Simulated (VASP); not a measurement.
# Al (I4/mmm) in VASP: a series of runs

Runs on Al. Level: PBE+D3(BJ). Tasks: single point.

All numbers are computed with VASP 6.6.1; they aren't measurements. Logs are shortened: lines on timing, memory, paths and dates and some standing lists are left out, and cuts for length are marked.

### Step 1. The cell of the first run

It takes space group I4/mmm (No. 139, tetragonal). Conventional cell: a = 2.929 Å, b = 2.929 Å, c = 4.301 Å, α = 90.00°, β = 90.00°, γ = 90.00°. Al (site symmetry 4/mmm) has 12 Al at 2.93 to 2.99 Å within 3.9 Å.

### Step 2. Single point, PBE+D3(BJ) (strain +0.040 along x and y, +0.080 along z)

INCAR

```
PREC = Accurate ; ENCUT = 520
EDIFF = 1E-7 ; ISMEAR = 0
SIGMA = 0.15 ; LREAL = False
LASPH = True ; NELM = 60
ALGO = Fast ; ISIF = 2
LWAVE = False ; LCHARG = False
GGA = PE ; IVDW = 12
NBANDS = 8
```

KPOINTS

```
Automatic mesh
0
Gamma
  26 26 26
```

POSCAR

```
Al
1.0
    0.0000000000      2.0710173426      2.1506718558
    2.0710173426      0.0000000000      2.1506718558
    2.0710173426      2.0710173426      0.0000000000
Al
1
Direct
    0.0000000000      0.0000000000      0.0000000000
```

Potentials or basis: VASP PAW PBE potentials, release 64 (Al).

On the command line:

```sh
cat potpaw_PBE.64/Al/POTCAR > POTCAR
mpirun -np 1 vasp_std > vasp.out
```

OUTCAR:

```text
PREC = Accurate
   ENCUT = 520
   EDIFF = 1E-7
   ISMEAR = 0
   LREAL = False
   LASPH = True
   NELM = 60
   ISIF = 2
   GGA = PE
   IVDW = 12
 IVDW          = 12

 ion  position               nearest neighbor table
   1  0.000  0.000  0.000-

  LATTYP: Found a body centered tetragonal cell.
 ALAT       =     2.9288608138
 C/A-ratio  =     1.4686063917

  Lattice vectors:

 A1 = (  -2.0710173426,   0.0000000000,   2.1506718558)
 A2 = (   2.0710173426,   0.0000000000,   2.1506718558)
 A3 = (   0.0000000000,   2.0710173426,  -2.1506718558)

Analysis of symmetry for initial positions (statically):
=====================================================================
 Subroutine PRICEL returns:
 Original cell was already a primitive cell.

 Routine SETGRP: Setting up the symmetry group for a
 body centered tetragonal supercell.

 Subroutine GETGRP returns: Found 16 space group operations
 (whereof 16 operations were pure point group operations)
 out of a pool of 16 trial point group operations.

The static configuration has the point symmetry D_4h.

Analysis of symmetry for dynamics (positions and initial velocities):
=====================================================================
 Subroutine PRICEL returns:
 Original cell was already a primitive cell.

 Routine SETGRP: Setting up the symmetry group for a
 body centered tetragonal supercell.

 Subroutine GETGRP returns: Found 16 space group operations
 (whereof 16 operations were pure point group operations)
 out of a pool of 16 trial point group operations.

The dynamic configuration has the point symmetry D_4h.

 Subroutine INISYM returns: Found 16 space group operations
 (whereof 16 operations are pure point group operations),
 and found     1 'primitive' translations

----------------------------------------------------------------------------------------

                                     Primitive cell

  volume of cell :      18.4489

  direct lattice vectors                    reciprocal lattice vectors
     0.000000000  2.071017343  2.150671856    -0.241427240  0.241427240  0.232485490
     2.071017343  0.000000000  2.150671856     0.241427240 -0.241427240  0.232485490
     2.071017343  2.071017343  0.000000000     0.241427240  0.241427240 -0.232485490

  length of vectors
[... 80 lines left out ...]
   EDIFF  = 0.1E-06   stopping-criterion for ELM
   LREAL  =      F    real-space projection
   EDIFFG = 0.1E-05   stopping-criterion for IOM
   NSW    =      0    number of steps for IOM
   IBRION =     -1    ionic relax: 0-MD 1-quasi-New 2-CG
   NFREE  =      0    steps in history (QN), initial steepest desc. (CG)
   ISIF   =      2    stress and relaxation
   ISYM   =      2    0-nonsym 1-usesym 2-fastsym
   POTIM  = 0.5000    time-step for ionic-motion
   TEBEG  =    0.0;   TEEND  =   0.0 temperature during run
   PSTRESS=    0.0 pullay stress
   NELECT =       3.0000    total number of electrons
   NUPDOWN=      -1.0000    fix difference up-down
   EMIN   =  10.00;   EMAX   =-10.00  energy-range for DOS
   EFERMI =   0.00;   METHOD = LEGACY
   ISMEAR =     0;   SIGMA  =   0.15  broadening in eV -4-tet -1-fermi 0-gaus
   EFERMI_NEDOS =   21; number of points for ismear=-14 and -15
   IALGO  =     68    algorithm
   IMIX   =      4    mixing-type and parameters
     AMIX     =   0.40;   BMIX     =  1.00
     AMIX_MAG =   1.60;   BMIX_MAG =  1.00
  volume/ion in A,a.u.               =      18.45       124.50
  Fermi-wavevector in a.u.,A,eV,Ry     =   0.893562  1.688587 10.863614  0.798453
  Thomas-Fermi vector in A             =   2.015655
   LORBIT       =      0    0 simple, 1 ext, 2 COOP (PROOUT), +10 PAW based schemes
   GGA     = PE    functional components
   LHFCALC =     F    Hartree Fock is set to
   AEXX    =    0.0000 exact exchange contribution
   IVDW    =    12    specifies the selected vdW correction
   LEPSILON=     F    determine dielectric tensor
   LRPA    =     F    only Hartree local field effects (RPA)
 non-spin polarized calculation
 RMM-DIIS sequential band-by-band and
 Gauss-broadening in eV      SIGMA  =   0.15
  energy-cutoff  :      520.00
  volume of cell :       18.45
 maximum number of plane-waves:       532
   NGX = 11   NGY = 11   NGZ = 11

 number of electron       3.0000000 magnetization

 Free energy of the ion-electron system (eV)
  ---------------------------------------------------
  ext. energy  EPLUGINS =         0.00000000
  ---------------------------------------------------
  free energy    TOTEN  =        -3.70144120 eV

  energy without entropy =       -3.69685318  energy(sigma->0) =       -3.69914719

 E-fermi :   6.8819     XC(G=0):  -9.7991

 val. band max:        6.8755851225   @ k =  -0.4231   0.4231   0.1154
 cond. band min:       6.8842645333   @ k =  -0.1538   0.4231   0.3462
 fundamental gap:      0.0086794108
 Fermi energy:         6.8818791962

 k-point     1 :       0.0000    0.0000    0.0000
  band No.  band energies     occupation
      1      -3.5022      2.00000
      2      18.6573      0.00000
      3      19.0492      0.00000
      4      19.0492      0.00000
      5      19.5682      0.00000
      6      19.5682      0.00000
      7      19.6539      0.00000
      8      22.5848      0.00000
[... 243 lines left out ...]
 k-point    24 :       0.3846    0.0385    0.0000
  band No.  band energies     occupation
      1      -0.0405      2.00000
      2       6.2361      2.00000
      3      16.5052      0.00000
      4      16.7772      0.00000
      5      17.4866      0.00000
      6      20.0886      0.00000
      7      20.4591      0.00000
      8      23.1434      0.00000

 [... further k-points ...]

------------------------ aborting loop because EDIFF is reached ----------------------------------------

 Edisp (eV)   -0.29960

 E8    (eV) :    -0.1338

  FORCE on cell =-STRESS in cart. coord.  units (eV):
  Direction    XX          YY          ZZ          XY          YZ          ZX
  --------------------------------------------------------------------------------------
  -------------------------------------------------------------------------------------
  Total      -1.01260    -1.01260    -1.19177     0.00000     0.00000     0.00000
  in kB     -87.93764   -87.93764  -103.49816     0.00000     0.00000     0.00000
  external pressure =      -93.12 kB  Pullay stress =        0.00 kB

 VOLUME and BASIS-vectors are now :
 -----------------------------------------------------------------------------
  energy-cutoff  :      520.00
  volume of cell :       18.45
      direct lattice vectors                 reciprocal lattice vectors
     0.000000000  2.071017343  2.150671856    -0.241427240  0.241427240  0.232485490
     2.071017343  0.000000000  2.150671856     0.241427240 -0.241427240  0.232485490
     2.071017343  2.071017343  0.000000000     0.241427240  0.241427240 -0.232485490

 POSITION                                       TOTAL-FORCE (eV/Angst)
 -----------------------------------------------------------------------------------
      0.00000      0.00000      0.00000         0.000000     -0.000000      0.000000
 -----------------------------------------------------------------------------------
    total drift:                                0.000000      0.000000     -0.000000

  FREE ENERGIE OF THE ION-ELECTRON SYSTEM (eV)
  ---------------------------------------------------
  free  energy   TOTEN  =        -4.0010386148 eV

  energy  without entropy=       -3.9964506029  energy(sigma->0) =       -3.99874461
```

stdout:

```text
POSCAR found type information on POSCAR Al
 POSCAR found :  1 types and       1 ions
 scaLAPACK will be used
 LDA part: xc-table for (Slater+PW92), standard interpolation
 POSCAR, INCAR and KPOINTS ok, starting setup
 FFT: planning ... GRIDC
 FFT: planning ... GRID_SOFT
 FFT: planning ... GRID
 WAVECAR not read
 entering main loop
```

Run time: 48 s. Hardware: 1 thread of Intel Xeon 6975P-C (Granite Rapids), shared host; peak memory 0.29 GiB.

Results:

```
Free energy                : -4.0010 eV
Pressure                   : -9.3 GPa
Dispersion energy per atom : -0.300 eV
```

Caveat: the cell differs from its parent crystal (strain +0.040 along x and y, +0.080 along z); pairwise dispersion overbinds metals, which lowers pressure and volume.

(Part 1 of 2 ends here.)
